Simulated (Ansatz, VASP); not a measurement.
C in VASP and in Ansatz

```xyz
2
Lattice="0.0000 1.6225 1.6225 1.6225 0.0000 1.6225 1.6225 1.6225 0.0000" Properties=species:S:1:pos:R:3 pbc="T T T"
C    -0.4056   -0.4056   -0.4056
C     0.4056    0.4056    0.4056
```

Change from the starting cell: volume scaled by 0.75, LAPW.

Alike in both runs: task single point; functional PBE; k mesh 18 × 18 × 18; occupations fermi-dirac, width 0.1 eV; no spin polarisation.

|  | VASP | Ansatz |
| --- | --- | --- |
| version | VASP 6.6.1 | Ansatz 0.2.0 |
| potentials or method | VASP PAW PBE potentials, release 64 (C), cutoff 520 eV | all-electron LAPW, scalar-relativistic |

VASP gave:

- gap on the k mesh at the Fermi level (eV): 4.81
- pressure (GPa): 211.1

Q: Estimate Ansatz's values.

A: gap on the k mesh at the Fermi level (eV): 4.82; pressure (GPa): 209.4.

Both programs put the cell under a high pressure, so it lies far from rest at this level. Ansatz ran all-electron here, and VASP with PAW potentials.

Noted on VASP's run: the cell as given lies far from equilibrium.
